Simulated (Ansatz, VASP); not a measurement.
## One calculation of Se, two programs

Contents of INCAR:

```
SYSTEM = Se
PREC = Accurate
ENCUT = 520
EDIFF = 1E-7
ISMEAR = 0
SIGMA = 0.15
LREAL = .FALSE.
LASPH = .TRUE.
NELM = 80
ALGO = Normal
ISIF = 2
LWAVE = .FALSE.
LCHARG = .TRUE.
GGA = PE
LELF = .TRUE.
LVHAR = .TRUE.
NBANDS = 13
```

Contents of KPOINTS:

```
regular mesh
0
G
  14 14 14
  0 0 0
```

The input POSCAR:

```
Se
1.0
    0.0000000000      2.7847034317      3.9375706525
    2.7847034317      0.0000000000      3.9375706525
    2.7847034317      2.7847034317      0.0000000000
Se
2
Direct
    0.5000000000      0.5000000000      0.5000000000
    0.7500000000      0.7500000000      0.7500000000
```

Input for Ansatz:

```yaml
crystal:
  lattice:
    - [0.0, 2.7847034317, 3.9375706525]
    - [2.7847034317, 0.0, 3.9375706525]
    - [2.7847034317, 2.7847034317, 0.0]
  atoms:
    - { symbol: Se, position: [0.5, 0.5, 0.5] }
    - { symbol: Se, position: [0.75, 0.75, 0.75] }
basis:
  ecutwfc: 420
kpoints:
  mp_grid: { grid: [14, 14, 14] }
hamiltonian:
  xc: pbe
scf:
  occupations: { method: gaussian, width: 0.15 }
output:
  forces: true
  stress: true
  eigenvalues: true
```

Alike in both runs: task single point; functional PBE; k mesh 14 × 14 × 14; occupations gaussian, width 0.15 eV; no spin polarisation.

|  | VASP | Ansatz |
| --- | --- | --- |
| version | VASP 6.6.1 | Ansatz 0.2.0 |
| potentials or method | VASP PAW PBE potentials, release 64 (Se), cutoff 520 eV | scalar-relativistic, plane waves, PAW |
| valence electrons in the cell | 12 | 32 |

VASP gave:

| Property | Result |
| --- | --- |
| gap on the k mesh at the Fermi level (eV) | none |
| pressure (GPa) | -2.6 |
| traceless stress, the component that is largest in VASP (GPa) | 0.60 |

Problem. Which values does Ansatz return?

Solution. gap on the k mesh at the Fermi level (eV): none; pressure (GPa): -2.6; traceless stress, the component that is largest in VASP (GPa): 0.59.

A gap of «none» marks a metal or a gap that the smearing closes. VASP's potentials hold 12 valence electrons a cell and Ansatz's 32, so a difference there can come from the potentials and not from the codes.
